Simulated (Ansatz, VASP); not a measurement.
# One calculation of GaP, two programs

```xyz
2
Lattice="0.0000 2.7252 2.7252 2.7252 0.0000 2.7252 2.7252 2.7252 0.0000" Properties=species:S:1:pos:R:3 pbc="T T T"
Ga    0.0000    0.0000    0.0000
P     1.3626    1.3626    1.3626
```

Change from the starting cell: volume scaled by 0.97, PAW files.

Alike in both runs: task electric field gradients; functional PBE; k mesh 13 × 13 × 13; occupations fermi-dirac, width 0.03 eV; no spin polarisation.

|  | VASP | Ansatz |
| --- | --- | --- |
| version | VASP 6.6.1 | Ansatz 0.2.0 |
| potentials or method | VASP PAW PBE potentials, release 64 (Ga_d, P) | PAW with Ansatz's default frozen-core files, scalar-relativistic |
| plane-wave cutoff (eV) | 520 | 420 |
| valence electrons in the cell | 18 | 18 |

```tsv
	VASP	Ansatz	Ansatz less VASP
gap on the k mesh at the Fermi level (eV)	1.62	1.62	0.000
pressure (GPa)	2.5	2.5	+0.03
```
